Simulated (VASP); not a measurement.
Input of a VASP 6.6.1 run:

The input INCAR:

```
PREC     = Accurate       # precision mode
ENCUT    = 520            # plane-wave cutoff, eV
EDIFF    = 1E-7           # SCF threshold, eV
ISMEAR   = 0              # smearing method
SIGMA    = 0.1            # smearing width, eV
LREAL    = F              # projectors in reciprocal space
LASPH    = T              # aspherical terms in the spheres
NELM     = 60             # most SCF steps
ALGO     = Fast           # electronic algorithm
ISIF     = 2              # what is computed and relaxed
LWAVE    = F              # write WAVECAR
LCHARG   = T              # write CHGCAR
GGA      = PE             # functional
LELF     = T              # ELF
LVHAR    = T            
NBANDS   = 43             # bands
```

The input KPOINTS:

```
Automatic mesh
0
Gamma
  12 12 8
```

Contents of POSCAR:

```
Sn2Ge3
1.0
    5.5534894004     -1.8235686584     -0.1981319694
    5.5534894004      1.8235686584     -0.1981319694
   -5.2583547935      0.0000000000      5.8160639856
Sn Ge
2 3
Direct
    0.1864838851      0.1864838851      0.1047102595
    0.8135161149      0.8135161149      0.8952897405
    0.0000000000      0.0000000000      0.5000000000
    0.6152655444      0.6152655444      0.3658692482
    0.3847344556      0.3847344556      0.6341307518
```

Potentials or basis: VASP PAW PBE potentials, release 64 (Sn_d, Ge_d).

Launch:

```bash
$ cat potpaw_PBE.64/Sn_d/POTCAR potpaw_PBE.64/Ge_d/POTCAR > POTCAR
$ mpirun -np 1 vasp_std > vasp.out
```

Q: What does it give for the pressure?

A: 0.0 GPa.

Q: What does it give for the largest force?

A: 0.004 eV/Å.

Q: What does it give for the band gap on the k mesh?

A: Zero (bands 35 and 36 overlap by 2.93 eV).

Forces on the atoms (eV/Å):
```
Sn  -0.003  0.000 -0.002
Sn   0.003  0.000  0.002
Ge   0.000  0.000  0.000
Ge   0.002  0.000 -0.004
Ge  -0.002  0.000  0.004
```

Caveat: spin-orbit coupling is left out, which moves the levels of the heavy elements.
